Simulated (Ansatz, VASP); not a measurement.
# Sb in VASP and in Ansatz

File INCAR:

```
SYSTEM = Sb
  PREC = Accurate
  ENCUT = 600
  EDIFF = 1E-6
  ISMEAR = -1
  SIGMA = 0.05
  LREAL = .False.
  LASPH = .True.
  NELM = 80
  ALGO = Normal
  ISIF = 3
  LWAVE = .False.
  LCHARG = .False.
  GGA = PE
  IBRION = 2
  NSW = 100
  EDIFFG = -0.005
```

File KPOINTS:

```
Automatic mesh
0
Gamma
  17 17 17
  0 0 0
```

POSCAR

```
Sb
1.0
   -1.6722553884      1.6722553884      1.6722553884
    1.6722553884     -1.6722553884      1.6722553884
    1.6722553884      1.6722553884     -1.6722553884
Sb
1
Direct
    0.0000000000      0.0000000000      0.0000000000
```

Input for Ansatz:

```yaml
crystal:
  lattice:
    - [-1.6722553884, 1.6722553884, 1.6722553884]
    - [1.6722553884, -1.6722553884, 1.6722553884]
    - [1.6722553884, 1.6722553884, -1.6722553884]
  atoms:
    - { symbol: Sb, position: [0.0, 0.0, 0.0] }
kpoints:
  mp_grid: { grid: [17, 17, 17] }
scf:
  occupations: { method: fermi_dirac, width: 0.05 }
hamiltonian:
  xc: pbe
  pseudopotentials: { kind: paw }
output:
  forces: true
  stress: true
relax:
  f_tol: 0.005
  max_steps: 80
  cell: {}
```

Alike in both runs: task relaxation of cell and atoms; functional PBE; k mesh 17 × 17 × 17; occupations fermi-dirac, width 0.05 eV; no spin polarisation.

|  | VASP | Ansatz |
| --- | --- | --- |
| version | VASP 6.6.1 | Ansatz 0.2.0 |
| potentials or method | VASP PAW PBE potentials, release 64 (Sb) | PAW with Ansatz's default frozen-core files, scalar-relativistic |
| plane-wave cutoff (eV) | 600 | 420 |
| valence electrons in the cell | 5 | 15 |

Ansatz gave:

| Item | Value |
| --- | --- |
| relaxed volume (Å³/atom) | 27.26 |
| relaxed cell length with the largest relative difference (Å) | 3.284 |

**Question.** What did VASP give for the same quantities?

**Answer.** Relaxed volume (Å³/atom): 27.19; relaxed cell length with the largest relative difference (Å): 3.281.

VASP's potentials hold 5 valence electrons a cell and Ansatz's 15, so a difference there can come from the potentials and not from the codes.

Spin-orbit coupling is off throughout. Noted on VASP's run: the volume moved by over 15 % at a fixed basis, so the end points are rough.
